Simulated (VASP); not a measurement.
Here is a VASP 6.6.1 calculation.

File INCAR:

```
SYSTEM = Pt
  PREC = Accurate
  ENCUT = 520
  EDIFF = 1E-6
  ISMEAR = -1
  SIGMA = 0.05
  LREAL = .FALSE.
  LASPH = .TRUE.
  NELM = 150
  ALGO = Normal
  ISIF = 2
  LWAVE = .FALSE.
  LCHARG = .FALSE.
  ISPIN = 2
  MAGMOM = 0.194 0.194
  LORBIT = 11
  LMAXMIX = 4
  GGA = PE
  NBANDS = 21
```

KPOINTS

```
regular mesh
0
G
  15 15 15
  0 0 0
```

File POSCAR:

```
Pt
1.0
    0.0000000000      2.8083037418      2.8083037418
    2.8083037418      0.0000000000      2.8083037418
    2.8083037418      2.8083037418      0.0000000000
Pt
2
Direct
    0.1250000000      0.1250000000      0.1250000000
    0.8750000000      0.8750000000      0.8750000000
```

Potentials or basis: VASP PAW PBE potentials, release 64 (Pt).

Run with:

```sh
$ cat potpaw_PBE.64/Pt/POTCAR > POTCAR
$ mpirun -np 1 vasp_std > vasp.out
```

(1) Predict the band gap on the k mesh.

(2) Predict the net moment.

(3) What does it give for the pressure?

Answers

(1) zero (filled and empty bands overlap).

(2) 0.00 μB per cell.

(3) 11.4 GPa.

Caveat: the cell stands under pressure; spin-orbit coupling is left out, which moves the levels of the heavy elements.
